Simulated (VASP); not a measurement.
# Ge (I4_1/amd) in VASP: single point with r2SCAN

Aim: the single point of Ge with r2SCAN.

All numbers are computed with VASP 6.6.1; they aren't measurements. Logs are shortened: lines on timing, memory, paths and dates and some standing lists are left out, and cuts for length are marked.

## (1) The cell of the first run

It takes space group I4_1/amd (No. 141, tetragonal). The conventional cell has a = 5.211 Å, b = 5.211 Å, c = 2.845 Å, α = 90.00°, β = 90.00°, γ = 90.00°. Ge (site symmetry -4m2) has 10 Ge at 2.70 to 3.37 Å within 3.6 Å.

## (2) Single point, r2SCAN

File POSCAR:

```
Ge
1.0
    0.0000000000      0.0000000000      2.8445520000
    2.6054380000     -2.6054290000      1.4222760000
    2.6054380000      2.6054290000     -1.4222760000
Ge
2
Direct
    0.0000000000      0.0000000000      0.0000000000
    0.7500000000      0.5000000000      0.5000000000
```

File INCAR.step1:

```
SYSTEM = Ge
  PREC = Accurate
  ENCUT = 520
  ISMEAR = 0
  SIGMA = 0.2674
  LREAL = .False.
  LASPH = .True.
  NELM = 60
  NBANDS = 21
  GGA = PE
  ALGO = Normal
  EDIFF = 1E-4
  LWAVE = .True.
  LCHARG = .False.
```

File INCAR.step2:

```
SYSTEM = Ge
  PREC = Accurate
  ENCUT = 520
  EDIFF = 1E-7
  ISMEAR = 0
  SIGMA = 0.2674
  LREAL = .False.
  LASPH = .True.
  NELM = 60
  ALGO = Normal
  ISIF = 2
  LWAVE = .False.
  LCHARG = .False.
  METAGGA = R2SCAN
  LMIXTAU = .True.
  NBANDS = 21
  ISTART = 1
```

File KPOINTS:

```
Automatic mesh
0
Gamma
  7 7 7
  0 0 0
```

Potentials or basis: VASP PAW PBE potentials, release 64 (Ge_d).

Launch:

```console
cat potpaw_PBE.64/Ge_d/POTCAR > POTCAR
cp INCAR.step1 INCAR
mpirun -np 1 vasp_std > vasp.out
cp INCAR.step2 INCAR
mpirun -np 1 vasp_std > vasp.out
```

OUTCAR:

```text
SYSTEM = Ge
   PREC = Accurate
   ENCUT = 520
   EDIFF = 1E-7
   ISMEAR = 0
   LREAL = .False.
   LASPH = .True.
   NELM = 60
   ISIF = 2
   METAGGA = R2SCAN
   ISTART = 1

 ion  position               nearest neighbor table
   1  0.000  0.000  0.000-   2 2.70   2 2.70   2 2.70   2 2.70
   2  0.750  0.500  0.500-   1 2.70   1 2.70   1 2.70   1 2.70

  LATTYP: Found a body centered tetragonal cell.
 ALAT       =     5.2108760000
 C/A-ratio  =     0.5458874861

  Lattice vectors:

 A1 = (   2.6054380000,  -2.6054290000,  -1.4222760000)
 A2 = (  -2.6054380000,   2.6054290000,  -1.4222760000)
 A3 = (   2.6054380000,   2.6054290000,   1.4222760000)

Analysis of symmetry for initial positions (statically):
=====================================================================
 Subroutine PRICEL returns:
 Original cell was already a primitive cell.

 Routine SETGRP: Setting up the symmetry group for a
 body centered tetragonal supercell.

 Subroutine GETGRP returns: Found 16 space group operations
 (whereof  8 operations were pure point group operations)
 out of a pool of 16 trial point group operations.

The static configuration has the point symmetry D_2d.
 The point group associated with its full space group is D_4h.

Analysis of symmetry for dynamics (positions and initial velocities):
=====================================================================
 Subroutine PRICEL returns:
 Original cell was already a primitive cell.

 Routine SETGRP: Setting up the symmetry group for a
 body centered tetragonal supercell.

 Subroutine GETGRP returns: Found 16 space group operations
 (whereof  8 operations were pure point group operations)
 out of a pool of 16 trial point group operations.

The dynamic configuration has the point symmetry D_2d.
 The point group associated with its full space group is D_4h.

 Subroutine INISYM returns: Found 16 space group operations
 (whereof  8 operations are pure point group operations),
 and found     1 'primitive' translations

----------------------------------------------------------------------------------------

                                     Primitive cell

  volume of cell :      38.6193

  direct lattice vectors                    reciprocal lattice vectors
     0.000000000  0.000000000  2.844552000     0.000000000  0.191906976  0.351549207
     2.605438000 -2.605429000  1.422276000     0.191906313 -0.191906976  0.000000000
     2.605438000  2.605429000 -1.422276000     0.191906313  0.191906976  0.000000000

  length of vectors
     2.844552000  3.949612192  3.949612192     0.400518579  0.271396979  0.271396979

  position of ions in fractional coordinates (direct lattice)
     0.000000000  0.000000000  0.000000000
     0.750000000  0.500000000  0.500000000

  ion indices of the primitive-cell ions
   primitive index   ion index
                 1           1
                 2           2

----------------------------------------------------------------------------------------

 KPOINTS: Automatic mesh

Automatic generation of k-mesh.
 Grid dimensions read from file:
 generate k-points for:    7    7    7

 Generating k-lattice:

  Cartesian coordinates                     Fractional coordinates (reciprocal lattice)
     0.000000000  0.027415282  0.050221315     0.142857143  0.000000000  0.000000000
     0.027415188 -0.027415282  0.000000000     0.000000000  0.142857143  0.000000000
     0.027415188  0.027415282  0.000000000     0.000000000  0.000000000  0.142857143

  Length of vectors
     0.057216940  0.038770997  0.038770997

  Shift w.r.t. Gamma in fractional coordinates (k-lattice)
     0.000000000  0.000000000  0.000000000

 Subroutine IBZKPT returns following result:
 ===========================================

 Found     40 irreducible k-points:

 Following reciprocal coordinates:
            Coordinates               Weight
  0.000000  0.000000  0.000000      1.000000
  0.142857 -0.000000  0.000000      8.000000
  0.285714  0.000000  0.000000      8.000000
  0.428571  0.000000  0.000000      8.000000
  0.000000  0.142857  0.000000      4.000000
  0.285714  0.142857  0.000000      8.000000
[... 16 lines left out ...]
 -0.285714  0.285714  0.142857      8.000000
  0.000000  0.428571  0.142857      8.000000
 [... further k-points ...]
   k-points           NKPTS =     40   k-points in BZ     NKDIM =     40   number of bands    NBANDS=     21
   number of dos      NEDOS =    301   number of ions     NIONS =      2
   total plane-waves  NPLWV =  21600
   dimension x,y,z NGX =    24 NGY =   30 NGZ =   30
   dimension x,y,z NGXF=    48 NGYF=   60 NGZF=   60
   ions per type =               2
   NGX,Y,Z   is equivalent  to a cutoff of  14.03, 12.63, 12.63 a.u.
   NGXF,Y,Z  is equivalent  to a cutoff of  28.05, 25.26, 25.26 a.u.
 SYSTEM =  Ge
   PREC   = accura    normal or accurate (medium, high low for compatibility)
   ISTART =      1    job   : 0-new  1-cont  2-samecut
   ICHARG =      0    charge: 1-file 2-atom 10-const
   ISPIN  =      1    spin polarized calculation?
   LNONCOLLINEAR =      F non collinear calculations
   LSORBIT =      F    spin-orbit coupling
   LASPH  =      T    aspherical Exc in radial PAW
   ENCUT  =  520.0 eV  38.22 Ry    6.18 a.u.   5.29  7.34  7.34*2*pi/ulx,y,z
   NELM   =     60;   NELMIN=  2; NELMDL=  0     # of ELM steps
   EDIFF  = 0.1E-06   stopping-criterion for ELM
   LREAL  =      F    real-space projection
   EDIFFG = 0.1E-05   stopping-criterion for IOM
   NSW    =      0    number of steps for IOM
   IBRION =     -1    ionic relax: 0-MD 1-quasi-New 2-CG
   NFREE  =      0    steps in history (QN), initial steepest desc. (CG)
   ISIF   =      2    stress and relaxation
   ISYM   =      2    0-nonsym 1-usesym 2-fastsym
   POTIM  = 0.5000    time-step for ionic-motion
   TEBEG  =    0.0;   TEEND  =   0.0 temperature during run
   PSTRESS=    0.0 pullay stress
   NELECT =      28.0000    total number of electrons
   NUPDOWN=      -1.0000    fix difference up-down
   EMIN   =  10.00;   EMAX   =-10.00  energy-range for DOS
   EFERMI =   0.00;   METHOD = LEGACY
   ISMEAR =     0;   SIGMA  =   0.27  broadening in eV -4-tet -1-fermi 0-gaus
   EFERMI_NEDOS =   21; number of points for ismear=-14 and -15
   IALGO  =     38    algorithm
   IMIX   =      4    mixing-type and parameters
     AMIX     =   0.40;   BMIX     =  1.00
     AMIX_MAG =   1.60;   BMIX_MAG =  1.00
  volume/ion in A,a.u.               =      19.31       130.31
  Fermi-wavevector in a.u.,A,eV,Ry     =   1.470707  2.779234 29.429125  2.162980
  Thomas-Fermi vector in A             =   2.585931
   LORBIT       =      0    0 simple, 1 ext, 2 COOP (PROOUT), +10 PAW based schemes
   METAGGA = R2SCAN    functional components
   LHFCALC =     F    Hartree Fock is set to
   AEXX    =    0.0000 exact exchange contribution
   IVDW    =     0    specifies the selected vdW correction
   LEPSILON=     F    determine dielectric tensor
   LRPA    =     F    only Hartree local field effects (RPA)
 non-spin polarized calculation
 Gauss-broadening in eV      SIGMA  =   0.27
  energy-cutoff  :      520.00
  volume of cell :       38.62
 maximum number of plane-waves:      1061
 NGX is ok and might be reduce to    24
   NGX = 11   NGY = 15   NGZ = 15

 number of electron      28.0000022 magnetization

 Free energy of the ion-electron system (eV)
  ---------------------------------------------------
  ext. energy  EPLUGINS =         0.00000000
  ---------------------------------------------------
  free energy    TOTEN  =       -27.06651028 eV

  energy without entropy =      -27.04066282  energy(sigma->0) =      -27.05358655

 E-fermi :   6.1487     XC(G=0): -12.1429

 val. band max:        6.0608009951   @ k =  -0.1429   0.4286  -0.0000
 cond. band min:       6.1846333218   @ k =   0.4286   0.1429  -0.0000
 fundamental gap:      0.1238323268
 Fermi energy:         6.1487296033

 k-point     1 :       0.0000    0.0000    0.0000
  band No.  band energies     occupation
      1     -19.2335      2.00000
      2     -19.1880      2.00000
      3     -19.1577      2.00000
      4     -19.1573      2.00000
      5     -19.0602      2.00000
      6     -19.0601      2.00000
[... 13 lines left out ...]
     20      18.2060      0.00000
     21      19.1388      0.00000

 k-point     2 :       0.1429   -0.0000    0.0000
  band No.  band energies     occupation
      1     -19.2259      2.00000
      2     -19.1650      2.00000
      3     -19.1481      2.00000
      4     -19.1308      2.00000
      5     -19.0764      2.00000
      6     -19.0708      2.00000
[... 13 lines left out ...]
     20      17.2343      0.00000
     21      17.8635      0.00000

 k-point     3 :       0.2857    0.0000    0.0000
  band No.  band energies     occupation
      1     -19.2072      2.00000
      2     -19.1307      2.00000
      3     -19.1303      2.00000
      4     -19.1126      2.00000
      5     -19.1002      2.00000
      6     -19.0740      2.00000
[... 13 lines left out ...]
     20      15.1418      0.00000
     21      17.7360      0.00000

 k-point     4 :       0.4286    0.0000    0.0000
  band No.  band energies     occupation
      1     -19.1922      2.00000
      2     -19.1423      2.00000
      3     -19.1375      2.00000
      4     -19.1179      2.00000
      5     -19.0921      2.00000
      6     -19.0884      2.00000
[... 13 lines left out ...]
     20      17.4928      0.00000
     21      19.5194      0.00000

 k-point     5 :       0.0000    0.1429    0.0000
  band No.  band energies     occupation
      1     -19.2233      2.00000
      2     -19.1900      2.00000
      3     -19.1637      2.00000
      4     -19.1482      2.00000
      5     -19.0651      2.00000
      6     -19.0550      2.00000
[... 13 lines left out ...]
     20      18.8394      0.00000
     21      19.3595      0.00000

 k-point     6 :       0.2857    0.1429    0.0000
  band No.  band energies     occupation
      1     -19.2135      2.00000
      2     -19.1333      2.00000
      3     -19.1302      2.00000
      4     -19.1011      2.00000
      5     -19.0899      2.00000
      6     -19.0840      2.00000
[... 13 lines left out ...]
     20      15.5578      0.00000
     21      16.3060      0.00000

 k-point     7 :       0.4286    0.1429   -0.0000
  band No.  band energies     occupation
      1     -19.2010      2.00000
      2     -19.1424      2.00000
      3     -19.1200      2.00000
      4     -19.1154      2.00000
      5     -19.0962      2.00000
      6     -19.0912      2.00000
[... 13 lines left out ...]
     20      16.2883      0.00000
     21      17.6257      0.00000
[... 291 lines left out ...]
      1     -19.1973      2.00000
      2     -19.1821      2.00000
      3     -19.1796      2.00000
      4     -19.1171      2.00000
      5     -19.0756      2.00000
      6     -19.0529      2.00000
[... 13 lines left out ...]
     20      18.9136      0.00000
     21      19.0875      0.00000

 k-point    21 :       0.1429    0.2857    0.1429
  band No.  band energies     occupation
      1     -19.1940      2.00000
      2     -19.1679      2.00000
      3     -19.1560      2.00000
      4     -19.1198      2.00000
      5     -19.0727      2.00000
      6     -19.0637      2.00000
[... 13 lines left out ...]
     20      18.7783      0.00000
     21      19.7882      0.00000

 k-point    22 :      -0.4286    0.2857    0.1429
  band No.  band energies     occupation
      1     -19.1841      2.00000
      2     -19.1652      2.00000
      3     -19.1387      2.00000
      4     -19.1298      2.00000
      5     -19.0748      2.00000
      6     -19.0538      2.00000
[... 13 lines left out ...]
     20      15.2935      0.00000
     21      16.8846      0.00000

 k-point    23 :      -0.2857    0.2857    0.1429
  band No.  band energies     occupation
      1     -19.1746      2.00000
      2     -19.1504      2.00000
      3     -19.1349      2.00000
      4     -19.1329      2.00000
      5     -19.0824      2.00000
      6     -19.0519      2.00000
[... 13 lines left out ...]
     20      17.6922      0.00000
     21      19.7597      0.00000

 k-point    24 :       0.0000    0.4286    0.1429
  band No.  band energies     occupation
      1     -19.1946      2.00000
      2     -19.1893      2.00000
      3     -19.1455      2.00000
      4     -19.1057      2.00000
      5     -19.0861      2.00000
      6     -19.0582      2.00000
[... 13 lines left out ...]
     20      18.6614      0.00000
     21      19.0176      0.00000

 [... further k-points ...]

------------------------ aborting loop because EDIFF is reached ----------------------------------------

  FORCE on cell =-STRESS in cart. coord.  units (eV):
  Direction    XX          YY          ZZ          XY          YZ          ZX
  --------------------------------------------------------------------------------------
  -------------------------------------------------------------------------------------
  Total       -0.9025503     -0.9025441     -0.2569730      0.0000000      0.0000000     -0.0000000
  in kB      -37.4436472    -37.4433885    -10.6609066      0.0000000      0.0000000     -0.0000000
  external PRESSURE =     -28.5159808 kB  Pullay stress =       0.0000000 kB

 VOLUME and BASIS-vectors are now :
 -----------------------------------------------------------------------------
  energy-cutoff  :      520.00
  volume of cell :       38.62
      direct lattice vectors                 reciprocal lattice vectors
     0.000000000  0.000000000  2.844552000     0.000000000  0.191906976  0.351549207
     2.605438000 -2.605429000  1.422276000     0.191906313 -0.191906976  0.000000000
     2.605438000  2.605429000 -1.422276000     0.191906313  0.191906976  0.000000000

 POSITION                                       TOTAL-FORCE (eV/Angst)
 -----------------------------------------------------------------------------------
      0.00000      0.00000      0.00000         0.000000      0.000000     -0.000000
      2.60544      0.00000      2.13341        -0.000000      0.000000      0.000000
 -----------------------------------------------------------------------------------
    total drift:                               -0.000000      0.000000      0.000000

  FREE ENERGIE OF THE ION-ELECTRON SYSTEM (eV)
  ---------------------------------------------------
  free  energy   TOTEN  =       -27.0665102771 eV

  energy  without entropy=      -27.0406628241  energy(sigma->0) =      -27.05358655
```

It took 2.6 min on 1 thread of Intel Xeon Platinum 8259CL at 2.50GHz (Skylake/Cascade Lake), shared host; peak memory 0.17 GiB.

What came out:

```yaml
Free_energy: -27.0665 eV
Pressure: -2.9 GPa
Band_gap_on_the_k_mesh: zero (bands 14 and 15 overlap by 4.22 eV)
```

Caveat: the PAW data sets were made with another functional, which shifts forces and pressure a little.
